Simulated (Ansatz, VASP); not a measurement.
**Sc2S5 in VASP and in Ansatz**

The input INCAR:

```
ALGO = Normal
EDIFF = 1E-6
ENCUT = 520
GGA = PE
ISIF = 2
ISMEAR = 1
LASPH = T
LCHARG = F
LREAL = F
LWAVE = F
NBANDS = 65
NELM = 80
PREC = Accurate
SIGMA = 0.29
```

Contents of KPOINTS:

```
k-points
0
Gamma
  7 7 4
```

The input POSCAR:

```
Sc2S5
1.0
    5.0378780000      0.0000000000      0.0000000000
    0.0000000000      5.0378780000      0.0000000000
    0.0000000000      0.0000000000      9.8401710000
Sc S
4 10
Direct
    0.2500000000      0.2500000000      0.3509000000
    0.2500000000      0.2500000000      0.8509000000
    0.7500000000      0.7500000000      0.6491000000
    0.7500000000      0.7500000000      0.1491000000
    0.2500000000      0.5069300000      0.1030700000
    0.9930700000      0.2500000000      0.6030700000
    0.2500000000      0.9930700000      0.1030700000
    0.5069300000      0.2500000000      0.6030700000
    0.7500000000      0.4930700000      0.8969300000
    0.4930700000      0.7500000000      0.3969300000
    0.7500000000      0.0069300000      0.8969300000
    0.0069300000      0.7500000000      0.3969300000
    0.7500000000      0.2500000000      0.2500000000
    0.2500000000      0.7500000000      0.7500000000
```

Input for Ansatz:

```yaml
crystal:
  lattice:
    - [5.037878, 0.0, 0.0]
    - [0.0, 5.037878, 0.0]
    - [0.0, 0.0, 9.840171]
  atoms:
    - { symbol: Sc, position: [0.25, 0.25, 0.3509] }
    - { symbol: Sc, position: [0.25, 0.25, 0.8509] }
    - { symbol: Sc, position: [0.75, 0.75, 0.6491] }
    - { symbol: Sc, position: [0.75, 0.75, 0.1491] }
    - { symbol: S, position: [0.25, 0.50693, 0.10307] }
    - { symbol: S, position: [0.99307, 0.25, 0.60307] }
    - { symbol: S, position: [0.25, 0.99307, 0.10307] }
    - { symbol: S, position: [0.50693, 0.25, 0.60307] }
    - { symbol: S, position: [0.75, 0.49307, 0.89693] }
    - { symbol: S, position: [0.49307, 0.75, 0.39693] }
    - { symbol: S, position: [0.75, 0.00693, 0.89693] }
    - { symbol: S, position: [0.00693, 0.75, 0.39693] }
    - { symbol: S, position: [0.75, 0.25, 0.25] }
    - { symbol: S, position: [0.25, 0.75, 0.75] }
  symmetry: { tolerance: 0.0003 }
kpoints:
  mp_grid: { grid: [7, 7, 4], shift: [0, 0, 0] }
  band_path:
    path:
      - [0.0, 0.0, 0.0]
      - [0.0, 0.5, 0.0]
      - [0.5, 0.5, 0.0]
      - [0.0, 0.0, 0.0]
      - [0.0, 0.0, 0.5]
      - [0.0, 0.5, 0.5]
      - [0.5, 0.5, 0.5]
      - [0.0, 0.0, 0.5]
      - [0.0, 0.5, 0.0]
      - [0.0, 0.5, 0.5]
      - [0.5, 0.5, 0.0]
    npoints: 6
magnetization:
  spin_polarized: false
scf:
  occupations: { method: methfessel_paxton, width: 0.29 }
  lower_state_search: "off"
  max_iter: 200
hamiltonian:
  pseudopotentials: { kind: paw }
  xc: pbe
basis:
  ecutwfc: 420
  fft_grid_basis: typed
output:
  forces: true
  stress: true
  eigenvalues: true
  bader: true
  populations: true
  elf: true
  write_potential: true
  volumetric_format: npy
  dos:
    e_range: [-12, 8]
    de: 0.05
    projected: { site_lists: { S: [S], Sc: [Sc] } }
checkpoint:
  read: saved_state
```

Alike in both runs: task single point; functional PBE; k mesh 7 × 7 × 4; occupations methfessel-paxton of order 1, width 0.29 eV; no spin polarisation.

|  | VASP | Ansatz |
| --- | --- | --- |
| version | VASP 6.6.1 | Ansatz 0.2.0 |
| potentials or method | VASP PAW PBE potentials, release 64 (Sc_sv, S), cutoff 520 eV | PAW plane waves |
| valence electrons in the cell | 104 | 104 |

|  | VASP | Ansatz | Ansatz less VASP |
| --- | --- | --- | --- |
| pressure (GPa) | -2.6 | -2.7 | -0.06 |
| traceless stress, the component that is largest in VASP (GPa) | 2.47 | 2.43 | -0.049 |
| rms of the force components (eV/Å) | 0.073 | 0.069 | -0.0043 |

Atom by atom the forces differ by 0.006 eV/Å (rms over components).
